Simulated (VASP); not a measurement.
Crystal: Pt.

```
Pt
1.0
    -1.60507    1.60507    1.60507
     1.60507   -1.60507    1.60507
     1.60507    1.60507   -1.60507
Pt
1
Direct
  0.00000 0.00000 0.00000
```

Base run:

| Property | Result |
| --- | --- |
| Program | VASP 6.6.1 |
| Functional | r2SCAN |
| Potentials or basis | VASP PAW PBE potentials, release 64 (Pt) |
| Cutoff | 520 eV |
| k mesh | 12 × 12 × 12 |
| Occupations | fermi-dirac, width 0.05 eV |
| Spin | no spin polarisation |

Its results: band gap on the k mesh zero (band 5 reaches 10.13 eV, above the bottom of band 6 at 7.99 eV); pressure -14.3 GPa.

The run is repeated on the same cell with these changes: potentials or basis from VASP PAW PBE potentials, release 64 (Pt) to VASP PAW PBE potentials, release 64 (Pt_sv_GW); cutoff from 520 eV to 550 eV; further incar settings from ALGO = Normal; EDIFF = 1e-06; NBANDS = 11 to ALGO = Normal; EDIFF = 1e-06; NBANDS = 15; valence electrons from 10 to 18. What comes out?

Band gap on the k mesh zero (band 9 reaches 9.66 eV, above the bottom of band 10 at 7.52 eV); pressure -16.5 GPa.

Caveats: the PAW data sets were made with another functional, which shifts forces and pressure a little; spin-orbit coupling is left out, which moves the levels of the heavy elements.
